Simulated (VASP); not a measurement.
# AlN (AlN (P6_3mc)) in VASP: single point with PBE

Aim: the single point of AlN (AlN (P6_3mc)) with PBE.

Program: VASP 6.6.1. These are calculated values, not measurements. Logs are shortened: lines on timing, memory, paths and dates and some standing lists are left out, and cuts for length are marked.

### Step 1. The cell of the first run

The typed cell holds 16 atoms: a = 6.260 Å, b = 6.260 Å, c = 5.017 Å, α = 90.00°, β = 90.00°, γ = 120.00°.

### Step 2. Single point, PBE

The input, INCAR:

```
SYSTEM = AlN
PREC = Accurate
ENCUT = 520
EDIFF = 1E-7
ISMEAR = 0
SIGMA = 0.01
LREAL = Auto
LASPH = .True.
NELM = 60
ALGO = Normal
ISIF = 2
LWAVE = .False.
LCHARG = .False.
GGA = PE
NBANDS = 46
```

The input, KPOINTS:

```
Automatic mesh
0
Gamma
  1 1 2
  0.25 0.25 0.25
```

The input, POSCAR:

```
AlN
1.0
    6.2595139102      0.0000000601      0.0000000000
   -3.1297570100      5.4208980298      0.0000000000
    0.0000000000      0.0000000000      5.0174032950
Al N
8 8
Direct
    0.3335524029      0.1664661886      0.5000247806
    0.3335524029      0.6664661886      0.5000247806
    0.8335524029      0.1664661886      0.5000247806
    0.8335524029      0.6664661886      0.5000247806
    0.1664661886      0.3335524029      0.0000247806
    0.1664661886      0.8335524029      0.0000247806
    0.6664661886      0.3335524029      0.0000247806
    0.6664661886      0.8335524029      0.0000247806
    0.3319615438      0.1680198647      0.8799752194
    0.1680198647      0.3319615438      0.3799752194
    0.3319615438      0.6680198647      0.8799752194
    0.1680198647      0.8319615438      0.3799752194
    0.8319615438      0.1680198647      0.8799752194
    0.6680198647      0.3319615438      0.3799752194
    0.8319615438      0.6680198647      0.8799752194
    0.6680198647      0.8319615438      0.3799752194
```

Potentials or basis: VASP PAW PBE potentials, release 64 (Al, N).

Launch:

```
$ cat potpaw_PBE.64/Al/POTCAR potpaw_PBE.64/N/POTCAR > POTCAR
$ mpirun -np 1 vasp_std > vasp.out
```

OUTCAR:

```text
SYSTEM = AlN
   PREC = Accurate
   ENCUT = 520
   EDIFF = 1E-7
   ISMEAR = 0
   LREAL = Auto
   LASPH = .True.
   NELM = 60
   ISIF = 2
   GGA = PE

 ion  position               nearest neighbor table
   1  0.334  0.166  0.500-  10 1.89   9 1.91  14 1.91  12 1.91   6 3.09   6 3.09   7 3.09   7 3.09
                             5 3.09   5 3.09   4 3.13   4 3.13   2 3.13   2 3.13   3 3.13   3 3.13
   2  0.334  0.666  0.500-  12 1.89  11 1.91  16 1.91  10 1.91   5 3.09   5 3.09   8 3.09   8 3.09
                             6 3.09   6 3.09   3 3.13   3 3.13   1 3.13   1 3.13   4 3.13   4 3.13
   3  0.834  0.166  0.500-  14 1.89  13 1.91  10 1.91  16 1.91   8 3.09   8 3.09   5 3.09   5 3.09
                             7 3.09   7 3.09   2 3.13   2 3.13   4 3.13   4 3.13   1 3.13   1 3.13
   4  0.834  0.666  0.500-  16 1.89  15 1.91  12 1.91  14 1.91   7 3.09   7 3.09   6 3.09   6 3.09
                             8 3.09   8 3.09   1 3.13   1 3.13   3 3.13   3 3.13   2 3.13   2 3.13
   5  0.166  0.334  0.000-   9 1.89  10 1.91  11 1.91  13 1.91   2 3.09   2 3.09   3 3.09   3 3.09
                             1 3.09   1 3.09   8 3.13   8 3.13   6 3.13   6 3.13   7 3.13   7 3.13
   6  0.166  0.834  0.000-  11 1.89  12 1.91   9 1.91  15 1.91   1 3.09   1 3.09   4 3.09   4 3.09
                             2 3.09   2 3.09   7 3.13   7 3.13   5 3.13   5 3.13   8 3.13   8 3.13
   7  0.666  0.334  0.000-  13 1.89  14 1.91  15 1.91   9 1.91   4 3.09   4 3.09   1 3.09   1 3.09
                             3 3.09   3 3.09   6 3.13   6 3.13   8 3.13   8 3.13   5 3.13   5 3.13
   8  0.666  0.834  0.000-  15 1.89  16 1.91  13 1.91  11 1.91   3 3.09   3 3.09   2 3.09   2 3.09
                             4 3.09   4 3.09   5 3.13   5 3.13   7 3.13   7 3.13   6 3.13   6 3.13
   9  0.332  0.168  0.880-   5 1.89   1 1.91   6 1.91   7 1.91
  10  0.168  0.332  0.380-   1 1.89   5 1.91   3 1.91   2 1.91
  11  0.332  0.668  0.880-   6 1.89   2 1.91   5 1.91   8 1.91
  12  0.168  0.832  0.380-   2 1.89   6 1.91   4 1.91   1 1.91
  13  0.832  0.168  0.880-   7 1.89   3 1.91   8 1.91   5 1.91
  14  0.668  0.332  0.380-   3 1.89   7 1.91   1 1.91   4 1.91
  15  0.832  0.668  0.880-   8 1.89   4 1.91   7 1.91   6 1.91
  16  0.668  0.832  0.380-   4 1.89   8 1.91   2 1.91   3 1.91

  LATTYP: Found a hexagonal cell.
 ALAT       =     6.2595139102
 C/A-ratio  =     0.8015643654

  Lattice vectors:

 A1 = (   6.2595139102,   0.0000000601,   0.0000000000)
 A2 = (  -3.1297570100,   5.4208980298,   0.0000000000)
 A3 = (   0.0000000000,   0.0000000000,   5.0174032950)

Analysis of symmetry for initial positions (statically):
=====================================================================
 Subroutine PRICEL returns following result:

  LATTYP: Found a hexagonal cell.
 ALAT       =     3.1297569551
 C/A-ratio  =     1.6031287308

  Lattice vectors:

 A1 = (   3.1297569551,   0.0000000301,   0.0000000000)
 A2 = (  -1.5648785050,   2.7104490149,   0.0000000000)
 A3 = (   0.0000000000,   0.0000000000,   5.0174032950)

   4 primitive cells build up your supercell.

 Routine SETGRP: Setting up the symmetry group for a
 hexagonal supercell.

 Subroutine GETGRP returns: Found  2 space group operations
 (whereof  1 operations were pure point group operations)
 out of a pool of 24 trial point group operations.

The static configuration has the point symmetry C_1 .
 The point group associated with its full space group is C_1h.

Analysis of symmetry for dynamics (positions and initial velocities):
=====================================================================
 Subroutine PRICEL returns following result:

  LATTYP: Found a hexagonal cell.
 ALAT       =     3.1297569551
 C/A-ratio  =     1.6031287308

  Lattice vectors:

 A1 = (   3.1297569551,   0.0000000301,   0.0000000000)
 A2 = (  -1.5648785050,   2.7104490149,   0.0000000000)
 A3 = (   0.0000000000,   0.0000000000,   5.0174032950)

   4 primitive cells build up your supercell.

 Routine SETGRP: Setting up the symmetry group for a
 hexagonal supercell.

 Subroutine GETGRP returns: Found  2 space group operations
 (whereof  1 operations were pure point group operations)
 out of a pool of 24 trial point group operations.

The dynamic configuration has the point symmetry C_1 .
 The point group associated with its full space group is C_1h.

 Subroutine INISYM returns: Found  2 space group operations
 (whereof  1 operations are pure point group operations),
 and found     4 'primitive' translations

----------------------------------------------------------------------------------------

                                     Primitive cell

  volume of cell :      42.5629

  direct lattice vectors                    reciprocal lattice vectors
     3.129756955  0.000000030  0.000000000     0.319513626  0.184471283  0.000000000
    -1.564878505  2.710449015  0.000000000    -0.000000004  0.368942559  0.000000000
     0.000000000  0.000000000  5.017403295     0.000000000  0.000000000  0.199306283

  length of vectors
     3.129756955  3.129756955  5.017403295     0.368942559  0.368942559  0.199306283

  position of ions in fractional coordinates (direct lattice)
     0.667104806  0.332932377  0.500024781
     0.332932377  0.667104806  0.000024781
     0.663923088  0.336039729  0.879975219
     0.336039729  0.663923088  0.379975219

  ion indices of the primitive-cell ions
   primitive index   ion index
                 1           1
                 2           5
                 3           9
                 4          10

----------------------------------------------------------------------------------------

 KPOINTS: Automatic mesh

Automatic generation of k-mesh.
 Grid dimensions read from file:
 generate k-points for:    1    1    2

 Generating k-lattice:

  Cartesian coordinates                     Fractional coordinates (reciprocal lattice)
     0.159756813  0.092235641  0.000000000     1.000000000 -0.000000000  0.000000000
    -0.000000002  0.184471279  0.000000000     0.000000000  1.000000000  0.000000000
     0.000000000  0.000000000  0.099653141     0.000000000  0.000000000  0.500000000

  Length of vectors
     0.184471279  0.184471279  0.099653141

  Shift w.r.t. Gamma in fractional coordinates (k-lattice)
     0.250000000  0.250000000  0.250000000

 Subroutine IBZKPT returns following result:
 ===========================================

 Found      8 irreducible k-points:

 Following reciprocal coordinates:
            Coordinates               Weight
  0.250000  0.250000  0.125000      2.000000
 -0.250000  0.500000  0.125000      4.000000
  0.500000  0.250000  0.125000      4.000000
 -0.250000 -0.250000  0.125000      2.000000
  0.250000  0.250000 -0.375000      2.000000
 -0.250000  0.500000 -0.375000      4.000000
  0.500000  0.250000 -0.375000      4.000000
 -0.250000 -0.250000 -0.375000      2.000000
   k-points           NKPTS =      8   k-points in BZ     NKDIM =      8   number of bands    NBANDS=     46
   number of dos      NEDOS =    301   number of ions     NIONS =     16
   total plane-waves  NPLWV =  92160
   dimension x,y,z NGX =    48 NGY =   48 NGZ =   40
   dimension x,y,z NGXF=    96 NGYF=   96 NGZF=   80
   ions per type =               8   8
   NGX,Y,Z   is equivalent  to a cutoff of  12.75, 12.75, 13.25 a.u.
   NGXF,Y,Z  is equivalent  to a cutoff of  25.50, 25.50, 26.51 a.u.
 SYSTEM =  AlN
   PREC   = accura    normal or accurate (medium, high low for compatibility)
   ISTART =      0    job   : 0-new  1-cont  2-samecut
   ICHARG =      2    charge: 1-file 2-atom 10-const
   ISPIN  =      1    spin polarized calculation?
   LNONCOLLINEAR =      F non collinear calculations
   LSORBIT =      F    spin-orbit coupling
   LASPH  =      T    aspherical Exc in radial PAW
   ENCUT  =  520.0 eV  38.22 Ry    6.18 a.u.  11.64 11.64  9.33*2*pi/ulx,y,z
   NELM   =     60;   NELMIN=  2; NELMDL= -5     # of ELM steps
   EDIFF  = 0.1E-06   stopping-criterion for ELM
   LREAL  =      T    real-space projection
   EDIFFG = 0.1E-05   stopping-criterion for IOM
   NSW    =      0    number of steps for IOM
   IBRION =     -1    ionic relax: 0-MD 1-quasi-New 2-CG
   NFREE  =      0    steps in history (QN), initial steepest desc. (CG)
   ISIF   =      2    stress and relaxation
   ISYM   =      2    0-nonsym 1-usesym 2-fastsym
   POTIM  = 0.5000    time-step for ionic-motion
   TEBEG  =    0.0;   TEEND  =   0.0 temperature during run
   PSTRESS=    0.0 pullay stress
   NELECT =      64.0000    total number of electrons
   NUPDOWN=      -1.0000    fix difference up-down
   EMIN   =  10.00;   EMAX   =-10.00  energy-range for DOS
   EFERMI =   0.00;   METHOD = LEGACY
   ISMEAR =     0;   SIGMA  =   0.01  broadening in eV -4-tet -1-fermi 0-gaus
   EFERMI_NEDOS =   21; number of points for ismear=-14 and -15
   IALGO  =     38    algorithm
   IMIX   =      4    mixing-type and parameters
     AMIX     =   0.40;   BMIX     =  1.00
     AMIX_MAG =   1.60;   BMIX_MAG =  1.00
  volume/ion in A,a.u.               =      10.64        71.81
  Fermi-wavevector in a.u.,A,eV,Ry     =   1.181511  2.232733 18.993310  1.395969
  Thomas-Fermi vector in A             =   2.317783
   LORBIT       =      0    0 simple, 1 ext, 2 COOP (PROOUT), +10 PAW based schemes
   GGA     = PE    functional components
   LHFCALC =     F    Hartree Fock is set to
   AEXX    =    0.0000 exact exchange contribution
   IVDW    =     0    specifies the selected vdW correction
   LEPSILON=     F    determine dielectric tensor
   LRPA    =     F    only Hartree local field effects (RPA)
 non-spin polarized calculation
 Gauss-broadening in eV      SIGMA  =   0.01
  energy-cutoff  :      520.00
  volume of cell :      170.25
 maximum number of plane-waves:      4583
 NGX is ok and might be reduce to    48
   NGX = 23   NGY = 23   NGZ = 19

 number of electron      63.9999993 magnetization

 Free energy of the ion-electron system (eV)
  ---------------------------------------------------
  ext. energy  EPLUGINS =         0.00000000
  ---------------------------------------------------
  free energy    TOTEN  =      -120.65767435 eV

  energy without entropy =     -120.65767435  energy(sigma->0) =     -120.65767435

 E-fermi :   5.6691     XC(G=0): -10.8436

 val. band max:        5.5609747927   @ k =  -0.2500  -0.2500   0.1250
 cond. band min:      11.2965727443   @ k =  -0.2500   0.5000   0.1250
 fundamental gap:      5.7355979516
 Fermi energy:         5.6690506091

 k-point     1 :       0.2500    0.2500    0.1250
  band No.  band energies     occupation
      1      -8.5433      2.00000
      2      -7.9115      2.00000
      3      -7.9115      2.00000
      4      -6.8887      2.00000
      5      -6.8846      2.00000
      6      -6.6383      2.00000
[... 36 lines left out ...]
     43      14.4224      0.00000
     44      14.9023      0.00000

 k-point     2 :      -0.2500    0.5000    0.1250
  band No.  band energies     occupation
      1      -8.5412      2.00000
      2      -7.9151      2.00000
      3      -7.9077      2.00000
      4      -6.9161      2.00000
      5      -6.8870      2.00000
      6      -6.6377      2.00000
[... 36 lines left out ...]
     43      14.4628      0.00000
     44      14.8743      0.00000

 k-point     3 :       0.5000    0.2500    0.1250
  band No.  band energies     occupation
      1      -8.5412      2.00000
      2      -7.9151      2.00000
      3      -7.9077      2.00000
      4      -6.9161      2.00000
      5      -6.8870      2.00000
      6      -6.6377      2.00000
[... 224 lines left out ...]
     43      14.7798      0.00000
     44      14.8956      0.00000

 k-point     8 :      -0.2500   -0.2500   -0.3750
  band No.  band energies     occupation
      1      -8.1380      2.00000
      2      -7.5759      2.00000
      3      -7.5759      2.00000
      4      -7.4667      2.00000
      5      -7.0502      2.00000
      6      -7.0502      2.00000
[... 36 lines left out ...]
     43      14.7928      0.00000
     44      14.8580      0.00000
 [bands above 44 left out]

------------------------ aborting loop because EDIFF is reached ----------------------------------------

  FORCE on cell =-STRESS in cart. coord.  units (eV):
  Direction    XX          YY          ZZ          XY          YZ          ZX
  --------------------------------------------------------------------------------------
  -------------------------------------------------------------------------------------
  Total       -1.7639729     -2.8000206      2.6375729     -0.8972436     -0.0038586     -0.0022278
  in kB      -16.6001353    -26.3500198     24.8212813     -8.4436473     -0.0363122     -0.0209649
  external PRESSURE =      -6.0429579 kB  Pullay stress =       0.0000000 kB

 VOLUME and BASIS-vectors are now :
 -----------------------------------------------------------------------------
  energy-cutoff  :      520.00
  volume of cell :      170.25
      direct lattice vectors                 reciprocal lattice vectors
     6.259513910  0.000000060  0.000000000     0.159756813  0.092235641  0.000000000
    -3.129757010  5.420898030  0.000000000    -0.000000002  0.184471279  0.000000000
     0.000000000  0.000000000  5.017403295     0.000000000  0.000000000  0.199306283

 POSITION                                       TOTAL-FORCE (eV/Angst)
 -----------------------------------------------------------------------------------
      1.56688      0.90240      2.50883         0.116957     -0.069362      0.011645
      0.00200      3.61285      2.50883         0.116957     -0.069362      0.011645
      4.69663      0.90240      2.50883         0.116957     -0.069362      0.011645
      3.13176      3.61285      2.50883         0.116957     -0.069362      0.011645
     -0.00194      1.80815      0.00012        -0.118548      0.066606      0.011645
     -1.56682      4.51860      0.00012        -0.118548      0.066606      0.011645
[... 8 lines left out ...]
      3.11694      3.62127      4.41519         0.178978     -0.101496     -0.011645
      1.57764      4.50998      1.90649        -0.177387      0.104252     -0.011645
 -----------------------------------------------------------------------------------
    total drift:                               -0.000286     -0.000496      0.015608

  FREE ENERGIE OF THE ION-ELECTRON SYSTEM (eV)
  ---------------------------------------------------
  free  energy   TOTEN  =      -120.6576743456 eV

  energy  without entropy=     -120.6576743456  energy(sigma->0) =     -120.65767435
```

It took 3.4 min on 1 thread of Intel Xeon Platinum 8259CL at 2.50GHz (Skylake/Cascade Lake), shared host; peak memory 0.3 GiB.

Results:

- Free energy: -120.6577 eV
- Pressure: -0.6 GPa
- Largest force: 0.206 eV/Å
- Band gap on the k mesh: 5.74 eV

Forces in eV/Å, atoms in the order of the input:
```
Al   0.117 -0.069  0.012
Al   0.117 -0.069  0.012
Al   0.117 -0.069  0.012
Al   0.117 -0.069  0.012
Al  -0.119  0.067  0.012
Al  -0.119  0.067  0.012
Al  -0.119  0.067  0.012
Al  -0.119  0.067  0.012
N    0.179 -0.101 -0.012
N   -0.177  0.104 -0.012
N    0.179 -0.101 -0.012
N   -0.177  0.104 -0.012
N    0.179 -0.101 -0.012
N   -0.177  0.104 -0.012
N    0.179 -0.101 -0.012
N   -0.177  0.104 -0.012
```

Stress tensor (GPa, compression positive):
```
-1.66 -0.84  0.00
-0.84 -2.64  0.00
 0.00  0.00  2.48
```

Levels at points of the mesh, in eV from the valence-band top:
```tsv
k point	band 29	band 30	band 31	band 32	band 33	band 34	band 35	band 36
(0.25, 0.25, 0.12)	-0.37	-0.37	-0.26	0.00	5.79	6.35	6.80	6.80
```

Caveat: the k points lie up to 1.16 Å⁻¹ apart. A k mesh can miss the band edges.
